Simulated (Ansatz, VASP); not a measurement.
**Cu: VASP beside Ansatz**

```
Cu
1.0
    -1.33458    1.33458    1.37608
     1.33458   -1.33458    1.37608
     1.33458    1.33458   -1.37608
Cu
1
Direct
  0.00000 0.00000 0.00000
```

Change from the starting cell: strain -0.0750 x Voigt [1, 1, 0, 0, 0, 0], atoms carried along.

Alike in both runs: task single point; functional PBEsol; k mesh 24 × 24 × 24; occupations gaussian, width 0.15 eV; no spin polarisation.

```csv
,VASP,Ansatz
version,VASP 6.6.1,Ansatz 0.2.0
potentials or method,"VASP PAW PBE potentials, release 64 (Cu), cutoff 520 eV","scalar-relativistic, plane waves, PAW"
valence electrons in the cell,11,19
```

```tsv
	VASP	Ansatz	Ansatz less VASP
gap on the k mesh at the Fermi level (eV)	none	none	-
pressure (GPa)	35.9	35.1	-0.74
traceless stress, the component that is largest in VASP (GPa)	0.22	0.22	0.000
```

VASP's potentials were made for PBE, not for PBEsol. A gap of «none» marks a metal or a gap that the smearing closes. Both programs put the cell under a high pressure, so it lies far from rest at this level. The functional is the same, so the differences come from potentials, cutoffs and numerics. VASP's potentials hold 11 valence electrons a cell and Ansatz's 19, so a difference there can come from the potentials and not from the codes.
